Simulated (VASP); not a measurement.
# TiH2 (P4/nmm) in VASP: single point with LDA

Aim: the single point of TiH2 with LDA.

Program: VASP 6.6.1. These are calculated values, not measurements. Logs are shortened: lines on timing, memory, paths and dates and some standing lists are left out, and cuts for length are marked.

## 1. The cell of the first run

The structure is tetragonal, space group P4/nmm (No. 129). Conventional cell: a = 2.922 Å, b = 2.922 Å, c = 4.866 Å, α = 90.00°, β = 90.00°, γ = 90.00°. Ti (site symmetry 4mm) has 9 H at 1.90 to 2.10 Å within 2.5 Å. H (site symmetry -4m2) has 4 Ti at 1.95 Å and 8 H at 2.07 to 2.23 Å within 2.6 Å. H (site symmetry 4mm) has 5 Ti at 1.90 to 2.10 Å and 8 H at 2.23 to 2.55 Å within 2.6 Å.

## 2. Single point, LDA

POSCAR

```
TiH2
1.0
    2.9220461462      0.0000000000      0.0000000000
    0.0000000000      2.9220461462      0.0000000000
    0.0000000000      0.0000000000      4.8659188714
Ti H
2 4
Direct
    0.5000000000      0.0000000000      0.2639818726
    0.0000000000      0.5000000000      0.7360181274
    0.5000000000      0.5000000000      0.0000000000
    0.0000000000      0.0000000000      0.0000000000
    0.0000000000      0.5000000000      0.3459076839
    0.5000000000      0.0000000000      0.6540923161
```

INCAR.step1

```
  ALGO = Normal
  EDIFF = 1E-6
  ENCUT = 520
  ISIF = 2
  ISMEAR = 0
  LASPH = T
  LCHARG = T
  LMAXMIX = 4
  LREAL = F
  LWAVE = F
  NBANDS = 23
  NELM = 80
  PREC = Accurate
  SIGMA = 0.1
```

KPOINTS.step1

```
k-points
0
Gamma
  12 12 8
```

INCAR.step2

```
  ALGO = Normal
  EDIFF = 1E-6
  ENCUT = 520
  ICHARG = 11
  ISIF = 2
  ISMEAR = -5
  LASPH = T
  LCHARG = F
  LMAXMIX = 4
  LORBIT = 10
  LREAL = F
  LWAVE = F
  NBANDS = 23
  NEDOS = 2001
  NELM = 80
  PREC = Accurate
  SIGMA = 0.1
```

KPOINTS.step2

```
k-points
0
Gamma
  18 18 12
```

Potentials or basis: VASP PAW LDA potentials, release 64 (Ti_sv, H).

Launch:

```sh
$ cat potpaw_LDA.64/Ti_sv/POTCAR potpaw_LDA.64/H/POTCAR > POTCAR
$ cp INCAR.step1 INCAR
$ cp KPOINTS.step1 KPOINTS
$ mpirun -np 1 vasp_std > vasp.out
$ cp INCAR.step2 INCAR
$ cp KPOINTS.step2 KPOINTS
$ mpirun -np 1 vasp_std > vasp.out
```

OUTCAR:

```text
EDIFF = 1E-6
   ENCUT = 520
   ICHARG = 11
   ISIF = 2
   ISMEAR = -5
   LASPH = T
   LORBIT = 10
   LREAL = F
   NELM = 80
   PREC = Accurate

 ion  position               nearest neighbor table
   1  0.500  0.000  0.264-   6 1.90
   2  0.000  0.500  0.736-   5 1.90
   3  0.500  0.500  0.000-
   4  0.000  0.000  0.000-
   5  0.000  0.500  0.346-   2 1.90
   6  0.500  0.000  0.654-   1 1.90

  LATTYP: Found a simple tetragonal cell.
 ALAT       =     2.9220461462
 C/A-ratio  =     1.6652436779

  Lattice vectors:

 A1 = (   2.9220461462,   0.0000000000,   0.0000000000)
 A2 = (   0.0000000000,   2.9220461462,   0.0000000000)
 A3 = (   0.0000000000,   0.0000000000,   4.8659188714)

Analysis of symmetry for initial positions (statically):
=====================================================================
 Subroutine PRICEL returns:
 Original cell was already a primitive cell.

 Routine SETGRP: Setting up the symmetry group for a
 simple tetragonal supercell.

 Subroutine GETGRP returns: Found 16 space group operations
 (whereof  8 operations were pure point group operations)
 out of a pool of 16 trial point group operations.

The static configuration has the point symmetry D_2d.
 The point group associated with its full space group is D_4h.

Analysis of symmetry for dynamics (positions and initial velocities):
=====================================================================
 Subroutine PRICEL returns:
 Original cell was already a primitive cell.

 Routine SETGRP: Setting up the symmetry group for a
 simple tetragonal supercell.

 Subroutine GETGRP returns: Found 16 space group operations
 (whereof  8 operations were pure point group operations)
 out of a pool of 16 trial point group operations.

The dynamic configuration has the point symmetry D_2d.
 The point group associated with its full space group is D_4h.

 Subroutine INISYM returns: Found 16 space group operations
 (whereof  8 operations are pure point group operations),
 and found     1 'primitive' translations

----------------------------------------------------------------------------------------

                                     Primitive cell

  volume of cell :      41.5469

[... 102 lines left out ...]
   IBRION =     -1    ionic relax: 0-MD 1-quasi-New 2-CG
   NFREE  =      0    steps in history (QN), initial steepest desc. (CG)
   ISIF   =      2    stress and relaxation
   ISYM   =      2    0-nonsym 1-usesym 2-fastsym
   POTIM  = 0.5000    time-step for ionic-motion
   TEBEG  =    0.0;   TEEND  =   0.0 temperature during run
   PSTRESS=    0.0 pullay stress
   NELECT =      28.0000    total number of electrons
   NUPDOWN=      -1.0000    fix difference up-down
   EMIN   =  10.00;   EMAX   =-10.00  energy-range for DOS
   EFERMI =   0.00;   METHOD = LEGACY
   ISMEAR =    -5;   SIGMA  =   0.10  broadening in eV -4-tet -1-fermi 0-gaus
   EFERMI_NEDOS =   21; number of points for ismear=-14 and -15
   IALGO  =     38    algorithm
   IMIX   =      4    mixing-type and parameters
     AMIX     =   0.40;   BMIX     =  1.00
     AMIX_MAG =   1.60;   BMIX_MAG =  1.00
  volume/ion in A,a.u.               =       6.92        46.73
  Fermi-wavevector in a.u.,A,eV,Ry     =   1.435317  2.712356 28.029838  2.060135
  Thomas-Fermi vector in A             =   2.554629
   LORBIT       =     10    0 simple, 1 ext, 2 COOP (PROOUT), +10 PAW based schemes
   GGA     = CA    functional components
   LHFCALC =     F    Hartree Fock is set to
   AEXX    =    0.0000 exact exchange contribution
   IVDW    =     0    specifies the selected vdW correction
   LEPSILON=     F    determine dielectric tensor
   LRPA    =     F    only Hartree local field effects (RPA)
 non-spin polarized calculation
 Fermi weights with tetrahedron method with Bloechl corrections
  energy-cutoff  :      520.00
  volume of cell :       41.55
 maximum number of plane-waves:      1139
 NGX is ok and might be reduce to    24

 number of electron      28.0000009 magnetization

 Free energy of the ion-electron system (eV)
  ---------------------------------------------------
  ext. energy  EPLUGINS =         0.00000000
  ---------------------------------------------------
  free energy    TOTEN  =       -34.18156779 eV

  energy without entropy =      -34.18156779  energy(sigma->0) =      -34.18156779

 E-fermi :   8.1047     XC(G=0): -12.1076

 val. band max:        8.1427880733   @ k =   0.1667   0.1667   0.1667
 cond. band min:       8.0549021801   @ k =   0.3333   0.1667   0.3333
 fundamental gap:     -0.0878858932
 Fermi energy:         8.1047240917

 k-point     1 :       0.0000    0.0000    0.0000
  band No.  band energies     occupation
      1     -48.3329      2.00000
      2     -48.2655      2.00000
      3     -25.2405      2.00000
      4     -24.8466      2.00000
      5     -24.7948      2.00000
      6     -24.7948      2.00000
[... 613 lines left out ...]
     22      12.5226      0.00000
     23      15.2655      0.00000

 [... further k-points ...]
[... 5 lines left out ...]
  --------------------------------------------------------------------------------------
  -------------------------------------------------------------------------------------
  Total       -2.2169785     -2.2169785     -2.0113280      0.0000000      0.0000000      0.0000000
  in kB      -85.4934929    -85.4934929    -77.5629786      0.0000000      0.0000000      0.0000000
  external PRESSURE =     -82.8499881 kB  Pullay stress =       0.0000000 kB

 VOLUME and BASIS-vectors are now :
 -----------------------------------------------------------------------------
  energy-cutoff  :      520.00
  volume of cell :       41.55
      direct lattice vectors                 reciprocal lattice vectors
     2.922046146  0.000000000  0.000000000     0.342225944  0.000000000  0.000000000
     0.000000000  2.922046146  0.000000000     0.000000000  0.342225944  0.000000000
     0.000000000  0.000000000  4.865918871     0.000000000  0.000000000  0.205511030

 POSITION                                       TOTAL-FORCE (eV/Angst)
 -----------------------------------------------------------------------------------
      1.46102      0.00000      1.28451         0.000000      0.000000     -0.055531
      0.00000      1.46102      3.58140        -0.000000      0.000000      0.055531
      1.46102      1.46102      0.00000         0.000000     -0.000000      0.000000
      0.00000      0.00000      0.00000        -0.000000      0.000000      0.000000
      0.00000      1.46102      1.68316         0.000000      0.000000      0.016194
      1.46102      0.00000      3.18276        -0.000000     -0.000000     -0.016194
 -----------------------------------------------------------------------------------
    total drift:                                0.000000      0.000000     -0.000000

  FREE ENERGIE OF THE ION-ELECTRON SYSTEM (eV)
  ---------------------------------------------------
  free  energy   TOTEN  =       -34.1815677858 eV

  energy  without entropy=      -34.1815677858  energy(sigma->0) =      -34.18156779

 total charge

# of ion       s       p       d       tot
------------------------------------------
    1        2.170   6.158   2.019  10.348
    2        2.170   6.158   2.019  10.348
    3        0.557   0.017   0.000   0.574
    4        0.557   0.017   0.000   0.574
    5        0.515   0.019   0.000   0.534
    6        0.515   0.019   0.000   0.534
--------------------------------------------------
tot          6.485  12.387   4.039  22.911
```

Run time: 3.6 min. Hardware: 1 thread of AMD EPYC 9R14 (Zen 4), shared host; peak memory 0.37 GiB.

What came out:

```
Valence electrons inside the program's atomic spheres : Ti 10.35; H 0.57, 0.53 (each value once)
```

Levels at points of the mesh, in eV from the Fermi level:
| k point | band 11 | band 12 | band 13 | band 14 | band 15 | band 16 | band 17 | band 18 |
| --- | --- | --- | --- | --- | --- | --- | --- | --- |
| (0.00, 0.00, 0.00) | -5.16 | -3.64 | -0.55 | 0.37 | 0.37 | 0.62 | 2.12 | 2.60 |
| (0.50, 0.00, 0.00) | -4.53 | -4.53 | -1.55 | -1.55 | 0.80 | 0.80 | 1.67 | 1.67 |
| (0.50, 0.50, 0.00) | -5.52 | -5.52 | -0.27 | -0.27 | 2.02 | 2.02 | 2.11 | 2.11 |
| (0.00, 0.00, 0.50) | -4.27 | -3.26 | -1.42 | -0.40 | 1.23 | 1.23 | 1.31 | 1.31 |
| (0.50, 0.00, 0.50) | -5.36 | -5.36 | -0.86 | -0.86 | 0.37 | 0.37 | 2.24 | 2.24 |
| (0.50, 0.50, 0.50) | -5.38 | -5.38 | -1.13 | -1.13 | 0.18 | 0.18 | 3.29 | 3.29 |

Caveat: tetrahedron occupations give inexact forces and stress in metals.
